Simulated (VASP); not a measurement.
# Ga2CuP2 in VASP: single point with PBE+D3(BJ)

Aim: the single point of Ga2CuP2 with PBE+D3(BJ).

All numbers are computed with VASP 6.6.1; they aren't measurements. Logs are shortened: lines on timing, memory, paths and dates and some standing lists are left out, and cuts for length are marked.

## Step 1: The cell of the first run

The cell holds a slab with vacuum, 5 atoms: a = 3.851 Å, b = 3.851 Å, c = 21.228 Å, α = 90.00°, β = 90.00°, γ = 120.00°.

## Step 2: Single point, PBE+D3(BJ), collinear spin

Input file INCAR:

```
SYSTEM = Ga2CuP2
PREC     = Accurate       ! precision mode
ENCUT    = 520            ! plane-wave cutoff, eV
EDIFF    = 1E-6           ! SCF threshold, eV
ISMEAR   = 0              ! smearing method
SIGMA    = 0.05           ! smearing width, eV
LREAL    = .FALSE.        ! projectors in reciprocal space
LASPH    = .TRUE.         ! aspherical terms in the spheres
NELM     = 150            ! most SCF steps
ALGO     = Normal         ! electronic algorithm
ISIF     = 2              ! what is computed and relaxed
LWAVE    = .FALSE.        ! write WAVECAR
LCHARG   = .FALSE.        ! write CHGCAR
ISPIN    = 2              ! spin polarisation
MAGMOM   = 0 0 0 0 1      ! initial moments
LORBIT   = 11             ! projections on sites
LMAXMIX  = 4              ! l up to which the mixer works
LDIPOL   = .TRUE.       
IDIPOL   = 3            
DIPOL    = 0.5 0.5 0.325
GGA      = PE             ! functional
IVDW     = 12             ! dispersion correction
NBANDS   = 36             ! bands
```

Input file KPOINTS:

```
regular mesh
0
G
  9 9 1
  0 0 0
```

Input file POSCAR:

```
Ga2CuP2
1.0
    3.8507867071      0.0000000000      0.0000000000
   -1.9253933535      3.3348791129      0.0000000000
    0.0000000000      0.0000000000     21.2284557520
P Ga Cu
2 2 1
Direct
    0.0000000000      0.0000000000      0.1884263296
    0.3333333333      0.6666666667      0.3463261318
    0.3333333333      0.6666666667      0.2254539191
    0.6666666667      0.3333333333      0.3734824541
    0.6666666667      0.3333333333      0.4912489101
```

Potentials or basis: VASP PAW PBE potentials, release 64 (P, Ga_d, Cu).

Run with:

```bash
$ cat potpaw_PBE.64/P/POTCAR potpaw_PBE.64/Ga_d/POTCAR potpaw_PBE.64/Cu/POTCAR > POTCAR
$ mpirun -np 1 vasp_std > vasp.out
```

OUTCAR:

```text
SYSTEM = Ga2CuP2
   PREC = Accurate
   ENCUT = 520
   EDIFF = 1E-6
   ISMEAR = 0
   LREAL = .FALSE.
   LASPH = .TRUE.
   NELM = 150
   ISIF = 2
   ISPIN = 2
   LORBIT = 11
   GGA = PE
   IVDW = 12
 IVDW          = 12

 ion  position               nearest neighbor table
   1  0.000  0.000  0.188-   3 2.36   3 2.36   3 2.36
   2  0.333  0.667  0.346-   4 2.30   4 2.30   4 2.30   3 2.57
   3  0.333  0.667  0.225-   1 2.36   1 2.36   1 2.36   2 2.57
   4  0.667  0.333  0.373-   2 2.30   2 2.30   2 2.30   5 2.50
   5  0.667  0.333  0.491-   4 2.50

  LATTYP: Found a hexagonal cell.
 ALAT       =     3.8507867071
 C/A-ratio  =     5.5127581366

  Lattice vectors:

 A1 = (   3.8507867071,   0.0000000000,   0.0000000000)
 A2 = (  -1.9253933535,   3.3348791129,   0.0000000000)
 A3 = (   0.0000000000,   0.0000000000,  21.2284557520)

Analysis of symmetry for initial positions (statically):
=====================================================================
 Subroutine PRICEL returns:
 Original cell was already a primitive cell.

 Routine SETGRP: Setting up the symmetry group for a
 hexagonal supercell.

 Subroutine GETGRP returns: Found  6 space group operations
 (whereof  6 operations were pure point group operations)
 out of a pool of 24 trial point group operations.

The static configuration has the point symmetry C_3v.

Analysis of symmetry for dynamics (positions and initial velocities):
=====================================================================
 Subroutine PRICEL returns:
 Original cell was already a primitive cell.

 Routine SETGRP: Setting up the symmetry group for a
 hexagonal supercell.

 Subroutine GETGRP returns: Found  6 space group operations
 (whereof  6 operations were pure point group operations)
 out of a pool of 24 trial point group operations.

The dynamic configuration has the point symmetry C_3v.

Analysis of structural, dynamic, and magnetic symmetry:
=====================================================================
 Subroutine PRICEL returns:
 Original cell was already a primitive cell.

 Routine SETGRP: Setting up the symmetry group for a
 hexagonal supercell.

 Subroutine GETGRP returns: Found  6 space group operations
 (whereof  6 operations were pure point group operations)
 out of a pool of 24 trial point group operations.

The overall configuration has the point symmetry C_3v.

 Subroutine INISYM returns: Found  6 space group operations
[... 129 lines left out ...]
 dipolmoment           0.000000      0.000000      0.142049 electrons x Angstroem

 number of electron      46.9999995 magnetization       0.7557930

 dipolmoment           0.000000      0.000000     -0.099153 electrons x Angstroem

 Free energy of the ion-electron system (eV)
  ---------------------------------------------------
  ext. energy  EPLUGINS =         0.00000000
  ---------------------------------------------------
  free energy    TOTEN  =       -18.45925777 eV

  energy without entropy =      -18.45530752  energy(sigma->0) =      -18.45728265

 E-fermi :  -1.7335     XC(G=0):  -4.4676

 val. band max:       -1.7399612435   @ k =   0.2222   0.0000   0.0000
 cond. band min:      -1.7164927657   @ k =   0.1111   0.0000   0.0000
 fundamental gap:      0.0234684779
 Fermi energy:        -1.7334920243

 spin component 1

 k-point     1 :       0.0000    0.0000    0.0000
  band No.  band energies     occupation
      1     -16.4557      1.00000
      2     -16.3953      1.00000
      3     -16.3953      1.00000
      4     -16.2949      1.00000
      5     -16.2949      1.00000
      6     -15.8857      1.00000
[... 445 lines left out ...]
     34       6.1748      0.00000
     35       6.2745      0.00000
 Fermi energy:        -1.7334920243

 spin component 2

 k-point     1 :       0.0000    0.0000    0.0000
  band No.  band energies     occupation
      1     -16.4443      1.00000
      2     -16.3922      1.00000
      3     -16.3922      1.00000
      4     -16.2893      1.00000
      5     -16.2893      1.00000
      6     -15.8697      1.00000
[... 445 lines left out ...]
     34       6.2879      0.00000
     35       6.3582      0.00000
 [bands above 35 left out]

------------------------ aborting loop because EDIFF is reached ----------------------------------------

 vacuum level on the upper side and lower side of the slab       (xc-potential included)        -0.678         0.684

 Edisp (eV)   -1.11324

 E8    (eV) :    -0.4929

  FORCE on cell =-STRESS in cart. coord.  units (eV):
  Direction    XX          YY          ZZ          XY          YZ          ZX
  --------------------------------------------------------------------------------------
  -------------------------------------------------------------------------------------
  Total      -1.11040    -1.11040    -2.22576    -0.00000     0.00000     0.00000
  in kB      -6.52594    -6.52594   -13.08102    -0.00000     0.00000     0.00000
  external pressure =       -8.71 kB  Pullay stress =        0.00 kB

 VOLUME and BASIS-vectors are now :
 -----------------------------------------------------------------------------
  energy-cutoff  :      520.00
  volume of cell :      272.61
      direct lattice vectors                 reciprocal lattice vectors
     3.850786707  0.000000000  0.000000000     0.259687195  0.149930472  0.000000000
    -1.925393354  3.334879113  0.000000000     0.000000000  0.299860944  0.000000000
     0.000000000  0.000000000 21.228455752     0.000000000  0.000000000  0.047106582

 POSITION                                       TOTAL-FORCE (eV/Angst)
 -----------------------------------------------------------------------------------
      0.00000      0.00000      4.00000         0.000000     -0.000000      0.360144
     -0.00000      2.22325      7.35197         0.000000     -0.000000     -0.967091
     -0.00000      2.22325      4.78604        -0.000000      0.000000      0.036177
      1.92539      1.11163      7.92846        -0.000000     -0.000000      1.065610
      1.92539      1.11163     10.42846         0.000000     -0.000000     -0.494840
 -----------------------------------------------------------------------------------
    total drift:                               -0.000003      0.000001     -0.001952

  FREE ENERGIE OF THE ION-ELECTRON SYSTEM (eV)
  ---------------------------------------------------
  free  energy   TOTEN  =       -19.5725023237 eV

  energy  without entropy=      -19.5685520691  energy(sigma->0) =      -19.57052720

 vacuum level on the upper side and lower side of the slab         2.719         4.116

 total charge

# of ion       s       p       d       tot
------------------------------------------
    1        1.062   1.419   0.000   2.482
    2        1.035   1.495   0.000   2.530
    3        0.881   0.780   9.999  11.660
    4        0.887   0.848  10.004  11.738
    5        0.426   0.045   9.300   9.771
--------------------------------------------------
tot          4.291   4.587  29.302  38.181

 magnetization (x)

# of ion       s       p       d       tot
------------------------------------------
    1        0.008   0.146   0.000   0.154
    2        0.002   0.064   0.000   0.066
    3       -0.005   0.013   0.010   0.018
    4       -0.000   0.018   0.003   0.021
    5        0.076   0.003   0.034   0.114
--------------------------------------------------
tot          0.081   0.244   0.047   0.372
```

OSZICAR:

```text
N       E                     dE             d eps       ncg     rms          rms(c)
DAV:   1     0.353420114580E+03    0.35342E+03   -0.19835E+04  1764   0.132E+03
DAV:   2     0.278619250447E+02   -0.32556E+03   -0.30340E+03  1892   0.346E+02
DAV:   3    -0.179543718933E+02   -0.45816E+02   -0.44463E+02  2300   0.128E+02
[... 24 lines left out ...]
DAV:  28    -0.184592323502E+02   -0.17714E-04   -0.11275E-05  1652   0.119E-02    0.569E-03
DAV:  29    -0.184592452324E+02   -0.12882E-04   -0.57865E-06  1616   0.109E-02    0.347E-03
DAV:  30    -0.184592497837E+02   -0.45513E-05   -0.16283E-06  1488   0.659E-03    0.204E-03
DAV:  31    -0.184592524207E+02   -0.26370E-05   -0.32407E-07  1484   0.281E-03    0.110E-03
DAV:  32    -0.184592568836E+02   -0.44629E-05   -0.48048E-07  1416   0.242E-03    0.808E-04
DAV:  33    -0.184592577724E+02   -0.88879E-06   -0.75089E-08  1432   0.217E-03
   1 F= -.19572502E+02 E0= -.19570527E+02  d E =-.395025E-02  mag=     0.7557
```

Wall time 13 min (1 thread of Intel Xeon Platinum 8375C at 2.90GHz (Ice Lake), shared host); peak memory 0.58 GiB.

What came out:

- Free energy: -19.5725 eV
- Largest force: 1.066 eV/Å
- Net moment: 0.76 μB per cell
- Site moments: P +0.15, +0.07; Ga +0.02; Cu +0.11 μB
- Valence electrons inside the program's atomic spheres: P 2.48, 2.53; Ga 11.66, 11.74; Cu 9.77
- Dispersion energy per atom: -0.223 eV

Forces in eV/Å, atoms in the order of the input:
```
P    0.000  0.000  0.360
P    0.000  0.000 -0.967
Ga   0.000  0.000  0.036
Ga   0.000  0.000  1.066
Cu   0.000  0.000 -0.495
```

Levels at points of the mesh, in eV from the Fermi level:
Spin up:
```csv
k point,band 21,band 22,band 23,band 24,band 25,band 26,band 27,band 28
"(0.00, 0.00, 0.00)",-0.89,-0.60,0.09,0.09,1.48,1.94,2.97,4.34
```
Spin down:
```
           k point  band 20  band 21  band 22  band 23  band 24  band 25  band 26  band 27
(0.00, 0.00, 0.00)    -0.83    -0.83    -0.34     0.24     0.24     1.62     2.12     3.14
```
